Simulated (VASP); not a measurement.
Set up this calculation in VASP 6.6.1, as the native input.

| Item | Value |
| --- | --- |
| Task | G0W0 quasiparticle levels |
| Functional | LDA |
| Potentials or basis | VASP PAW LDA potentials, release 64 (Ga_d_GW, N_GW) |
| Cutoff | 500 eV |
| k mesh | 4 × 4 × 4 |
| Occupations | gaussian, width 0.01 eV |
| Spin | no spin polarisation |
| Dipole correction | no |
| GW scheme | G0W0 |
| GW iterations | 1 |
| Cutoff of the response function | 100 |
| Frequency points | 48 |
| Empty bands | 60 |
| Further INCAR settings | ALGO = EVGW0; EDIFF = 1e-08; NBANDS = 69 |

Crystal: GaN.

```xyz
2
Lattice="0.0000 2.1352 2.1352 2.1352 0.0000 2.1352 2.1352 2.1352 0.0000" Properties=species:S:1:pos:R:3 pbc="T T T"
Ga    0.0000    0.0000    0.0000
N     2.1352    2.1352    2.1352
```

The input as run:

POSCAR

```
GaN
1.0
    0.0000000000      2.1352350000      2.1352350000
    2.1352350000      0.0000000000      2.1352350000
    2.1352350000      2.1352350000      0.0000000000
Ga N
1 1
Direct
    0.0000000000      0.0000000000      0.0000000000
    0.5000000000      0.5000000000      0.5000000000
```

INCAR.step1

```
SYSTEM = GaN
PREC = Accurate ; ENCUT = 500
EDIFF = 1E-8 ; ISMEAR = 0
SIGMA = 0.01 ; LREAL = .False.
LASPH = .True. ; NELM = 80
ALGO = Normal ; LWAVE = .True.
LCHARG = .False. ; GGA = CA
```

INCAR.step2

```
SYSTEM = GaN
PREC = Accurate ; ENCUT = 500
EDIFF = 1E-8 ; ISMEAR = 0
SIGMA = 0.01 ; LREAL = .False.
LASPH = .True. ; NELM = 1
ALGO = Exact ; LWAVE = .True.
LCHARG = .False. ; GGA = CA
NBANDS = 69 ; LOPTICS = .True.
ISTART = 1
```

INCAR.step3

```
SYSTEM = GaN
PREC = Accurate ; ENCUT = 500
EDIFF = 1E-8 ; ISMEAR = 0
SIGMA = 0.01 ; LREAL = .False.
LASPH = .True. ; ALGO = EVGW0
LWAVE = .False. ; LCHARG = .False.
GGA = CA ; NELMGW = 1
NBANDS = 69 ; ENCUTGW = 100.0
NOMEGA = 48 ; PRECFOCK = Fast
ISTART = 1 ; NBANDSGW = 17
```

KPOINTS

```
regular mesh
0
Gamma
  4 4 4
  0 0 0
```

Potentials or basis: VASP PAW LDA potentials, release 64 (Ga_d_GW, N_GW).

The run is started by

```bash
$ cat potpaw_LDA.64/Ga_d_GW/POTCAR potpaw_LDA.64/N_GW/POTCAR > POTCAR
$ cp INCAR.step1 INCAR
$ mpirun -np 1 vasp_std > vasp.out
$ cp INCAR.step2 INCAR
$ mpirun -np 1 vasp_std > vasp.out
$ cp INCAR.step3 INCAR
$ mpirun -np 1 vasp_std > vasp.out
```

It gave:

- Band gap on the k mesh, mean-field level: 0.30 eV, indirect (least direct gap 2.41 eV)
- Quasiparticle gap: 1.27 eV
- Least direct quasiparticle gap: 3.22 eV

Caveat: the k points lie up to 0.64 Å⁻¹ apart; bands, screening cutoff and mesh are small and nothing is extrapolated, so the quasiparticle values aren't converged.

Wall time 30 s on 1 thread of Intel(R) Xeon(R) 6975P-C (Granite Rapids), with other jobs on the host, peak memory 0.18 GiB.
